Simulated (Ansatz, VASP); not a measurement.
**Two plane-wave programs on Ga**

```
Ga
1.0
    -1.74064    1.74064    1.74064
     1.74064   -1.74064    1.74064
     1.74064    1.74064   -1.74064
Ga
1
Cartesian
  0.0000 0.0000 0.0000
```

Alike in both runs: task relaxation of cell and atoms; functional PBEsol; k mesh 8 × 8 × 8; occupations gaussian, width 0.1 eV; no spin polarisation.

|  | VASP | Ansatz |
| --- | --- | --- |
| version | VASP 6.6.1 | Ansatz 0.2.0 |
| potentials or method | VASP PAW PBE potentials, release 64 (Ga_d), cutoff 600 eV | scalar-relativistic, plane waves, PAW |
| valence electrons in the cell | 13 | 13 |

```csv
,VASP,Ansatz,Ansatz less VASP
"gap on the k mesh at the Fermi level, each at its own relaxed structure (eV)",none,none,-
relaxed volume (Å³/atom),18.06,18.08,+0.021
relaxed cell length with the largest relative difference (Å),2.863,2.864,+0.0011
```

VASP's potentials were made for PBE, not for PBEsol. A gap of «none» marks a metal or a gap that the smearing closes.
